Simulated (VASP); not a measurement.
A run of VASP 6.6.1 is set up as follows.

Contents of INCAR:

```
SYSTEM = SnSe2
ALGO = Normal
EDIFF = 1E-7
ENCUT = 520
GGA = PS
ISIF = 2
ISMEAR = 0
LASPH = .TRUE.
LCHARG = .FALSE.
LREAL = .FALSE.
LWAVE = .FALSE.
NBANDS = 20
NELM = 80
PREC = Accurate
SIGMA = 0.05
```

File KPOINTS:

```
k-points
0
G
  12 12 6
  0 0 0
```

File POSCAR:

```
SnSe2
1.0
    3.9265550456      0.0000000000      0.0000000000
   -1.9632775228      3.4004964189      0.0000000000
    0.0000000000      0.0000000000      5.8132740839
Sn Se
1 2
Direct
    0.0000000000      0.0000000000      0.0000000000
    0.3333333333      0.6666666667      0.2580716066
    0.6666666667      0.3333333333      0.7419283934
```

Potentials or basis: VASP PAW PBE potentials, release 64 (Sn_d, Se).

The run is started by

```sh
$ cat potpaw_PBE.64/Sn_d/POTCAR potpaw_PBE.64/Se/POTCAR > POTCAR
$ mpirun -np 1 vasp_std > vasp.out
```

(1) What does it give for the largest force?

(2) What does it give for the band gap on the k mesh?

Answers

(1) 0.444 eV/Å.

(2) 0.08 eV, indirect (the least direct gap lies 4.1 meV higher).

Caveat: the PAW data sets were made with another functional, which shifts forces and pressure a little; spin-orbit coupling is left out, which moves the levels of the heavy elements.
